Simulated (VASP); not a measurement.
## WC: single point with PBE

WC:

```
CELL_PARAMETERS angstrom
2.90050 0.00000 0.00000
-1.45025 2.51191 0.00000
0.00000 0.00000 2.82900
ATOMIC_POSITIONS crystal
W 0.96019 0.92038 0.00000
C 0.66667 0.33333 0.50000
```

This cell differs from its parent crystal: atom 1 (W) moved by (+0.000, -0.200) A along x and y.

| Property | Result |
| --- | --- |
| Program | VASP 6.6.1 |
| Task | single point |
| Functional | PBE |
| Potentials or basis | VASP PAW PBE potentials, release 64 (W_sv, C) |
| Cutoff | 520 eV |
| k mesh | 18 × 18 × 16 |
| Occupations | gaussian, width 0.15 eV |
| Spin | no spin polarisation |
| Dipole correction | no |
| Further INCAR settings | ALGO = Normal; EDIFF = 1e-07; NBANDS = 16 |

```json
{
  "Pressure": "16.6 GPa",
  "Largest force": "3.587 eV/Å",
  "Band gap on the k mesh": "zero (bands 9 and 10 overlap by 1.40 eV)"
}
```

Forces on the atoms (eV/Å):
```
W    0.000  3.587  0.000
C    0.000 -3.587  0.000
```

Stress tensor (GPa, compression positive):
```
 5.08  0.00  0.00
 0.00 23.14  0.00
 0.00  0.00 21.65
```

Levels at points of the mesh, in eV from the Fermi level:
| k point | band 6 | band 7 | band 8 | band 9 | band 10 | band 11 | band 12 | band 13 |
| --- | --- | --- | --- | --- | --- | --- | --- | --- |
| (0.00, 0.00, 0.00) | -4.76 | -3.69 | -2.89 | -0.38 | 3.28 | 3.33 | 3.81 | 6.50 |
| (0.50, 0.00, 0.00) | -6.92 | -4.27 | -3.61 | -0.03 | 2.02 | 4.54 | 5.11 | 6.45 |
| (0.00, 0.50, 0.00) | -7.89 | -4.46 | -3.77 | -0.39 | 2.38 | 4.18 | 4.73 | 8.55 |
| (0.00, 0.00, 0.50) | -8.78 | -3.24 | -0.80 | -0.79 | -0.75 | 2.52 | 3.66 | 6.25 |
| (0.50, 0.00, 0.50) | -6.76 | -4.96 | -4.24 | 0.45 | 4.34 | 5.20 | 5.70 | 9.46 |
| (0.00, 0.50, 0.50) | -6.10 | -4.11 | -3.80 | -0.44 | 4.41 | 5.26 | 6.81 | 8.47 |

Run time: 99 s on 1 thread of Intel(R) Xeon(R) Platinum 8488C (Sapphire Rapids), with other jobs on the host, peak memory 0.37 GiB.

Caveat: the cell differs from its parent crystal (atom 1 (W) moved by (+0.000, -0.200) A along x and y); the cell stands under pressure; spin-orbit coupling is left out, which moves the levels of the heavy elements; forces of over 1 eV/Å act on the atoms, so gaps and moduli don't describe the material at rest.
